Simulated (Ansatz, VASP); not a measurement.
Two plane-wave programs on SiO2

Contents of POSCAR:

```
SiO2
1.0
    5.2114681495      0.0000000000      0.0000000000
   -2.6057340747      4.5132638085      0.0000000000
    0.0000000000      0.0000000000      5.3748530148
Si O
3 6
Direct
    0.0000000000      0.5000000000      0.3333333333
    0.5000000000      0.5000000000      0.6666666667
    0.5000000000      0.0000000000      0.0000000000
    0.5834989535      0.7917494768      0.8333333333
    0.7917494768      0.5834989535      0.5000000000
    0.7917494768      0.2082505232      0.1666666667
    0.4165010465      0.2082505232      0.8333333333
    0.2082505232      0.4165010465      0.5000000000
    0.2082505232      0.7917494768      0.1666666667
```

The input INCAR.step1:

```
ALGO = Normal
EDIFF = 1E-4
ENCUT = 520
GGA = PE
ISMEAR = 0
LASPH = True
LCHARG = False
LREAL = False
LWAVE = True
NBANDS = 34
NELM = 60
PREC = Accurate
SIGMA = 0.05
```

Contents of INCAR.step2:

```
ALGO = Normal
EDIFF = 1E-6
ENCUT = 520
ISIF = 2
ISMEAR = 0
ISTART = 1
LASPH = True
LCHARG = False
LMIXTAU = True
LREAL = False
LWAVE = False
METAGGA = R2SCAN
NBANDS = 34
NELM = 60
PREC = Accurate
SIGMA = 0.05
```

Contents of KPOINTS:

```
k-points
0
Gamma
  6 6 4
```

Input for Ansatz:

```yaml
crystal:
  lattice:
    - [5.2114681495, 0.0, 0.0]
    - [-2.6057340747, 4.5132638085, 0.0]
    - [0.0, 0.0, 5.3748530148]
  atoms:
    - { symbol: Si, position: [0.0, 0.5, 0.3333333333] }
    - { symbol: Si, position: [0.5, 0.5, 0.6666666667] }
    - { symbol: Si, position: [0.5, 0.0, 0.0] }
    - { symbol: O, position: [0.5834989535, 0.7917494768, 0.8333333333] }
    - { symbol: O, position: [0.7917494768, 0.5834989535, 0.5] }
    - { symbol: O, position: [0.7917494768, 0.2082505232, 0.1666666667] }
    - { symbol: O, position: [0.4165010465, 0.2082505232, 0.8333333333] }
    - { symbol: O, position: [0.2082505232, 0.4165010465, 0.5] }
    - { symbol: O, position: [0.2082505232, 0.7917494768, 0.1666666667] }
basis:
  ecutwfc: 500
kpoints:
  mp_grid: { grid: [6, 6, 4] }
hamiltonian:
  xc: r2scan
scf:
  occupations: { method: gaussian, width: 0.05 }
output:
  forces: true
  stress: true
  eigenvalues: true
```

Change from the starting cell: strain +0.030 along x and y, -0.030 along z, atoms carried along.

Alike in both runs: task single point; functional r2SCAN; k mesh 6 × 6 × 4; occupations gaussian, width 0.05 eV; no spin polarisation.

```csv
,VASP,Ansatz
version,VASP 6.6.1,Ansatz 0.2.0
potentials or method,"VASP PAW PBE potentials, release 64 (Si, O), cutoff 520 eV","scalar-relativistic, plane waves, PAW"
valence electrons in the cell,48,48
```

Ansatz gave:

```
gap on the k mesh at the Fermi level (eV)                     : 6.11
least direct gap on the mesh (eV)                             : 6.44
pressure (GPa)                                                : -5.4
traceless stress, the component that is largest in VASP (GPa) : 2.96
rms of the force components (eV/Å)                            : 0.139
```

**Question.** Estimate VASP's values.

**Answer.** gap on the k mesh at the Fermi level (eV): 6.10; least direct gap on the mesh (eV): 6.44; pressure (GPa): -5.3; traceless stress, the component that is largest in VASP (GPa): 2.98; rms of the force components (eV/Å): 0.144.

VASP's potentials were made for PBE, not for r2SCAN. Atom by atom the forces differ by 0.006 eV/Å (rms over components).
